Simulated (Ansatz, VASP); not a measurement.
## Two plane-wave programs on BiTe

INCAR

```
PREC = Accurate ; ENCUT = 520
EDIFF = 1E-7 ; ISMEAR = 0
SIGMA = 0.15 ; LREAL = F
LASPH = T ; NELM = 100
ALGO = Normal ; ISIF = 2
LWAVE = F ; LCHARG = F
GGA = PS ; NBANDS = 18
```

KPOINTS

```
Automatic mesh
0
Gamma
  14 14 14
```

File POSCAR:

```
BiTe
1.0
    0.0000000000      3.2350000000      3.2350000000
    3.2350000000      0.0000000000      3.2350000000
    3.2350000000      3.2350000000      0.0000000000
Bi Te
1 1
Direct
   -0.0038639876      0.0038639876      0.0038639876
    0.5000000000      0.5000000000      0.5000000000
```

Input for Ansatz:

```yaml
crystal:
  lattice:
    - [0.0, 3.235, 3.235]
    - [3.235, 0.0, 3.235]
    - [3.235, 3.235, 0.0]
  atoms:
    - { symbol: Bi, position: [-0.0038639876, 0.0038639876, 0.0038639876] }
    - { symbol: Te, position: [0.5, 0.5, 0.5] }
basis:
  ecutwfc: 420
kpoints:
  mp_grid: { grid: [14, 14, 14] }
hamiltonian:
  xc: pbesol
scf:
  occupations: { method: gaussian, width: 0.15 }
output:
  forces: true
  stress: true
  eigenvalues: true
```

Change from the starting cell: all Bi atoms moved +0.025 Å, as atom 1 along Cartesian [1 0 0].

Alike in both runs: task single point; functional PBEsol; k mesh 14 × 14 × 14; occupations gaussian, width 0.15 eV; no spin polarisation.

|  | VASP | Ansatz |
| --- | --- | --- |
| version | VASP 6.6.1 | Ansatz 0.2.0 |
| potentials or method | VASP PAW PBE potentials, release 64 (Bi_d, Te), cutoff 520 eV | scalar-relativistic, plane waves, PAW |
| valence electrons in the cell | 21 | 31 |

```csv
,VASP,Ansatz,Ansatz less VASP
gap on the k mesh at the Fermi level (eV),none,none,-
pressure (GPa),-1.7,-1.7,+0.02
rms of the force components (eV/Å),0.033,0.033,-0.0001
```

VASP's potentials were made for PBE, not for PBEsol. Atom by atom the forces differ by 0.000 eV/Å (rms over components). A gap of «none» marks a metal or a gap that the smearing closes. VASP's potentials hold 21 valence electrons a cell and Ansatz's 31, so a difference there can come from the potentials and not from the codes.

Neither program's run includes spin-orbit coupling.
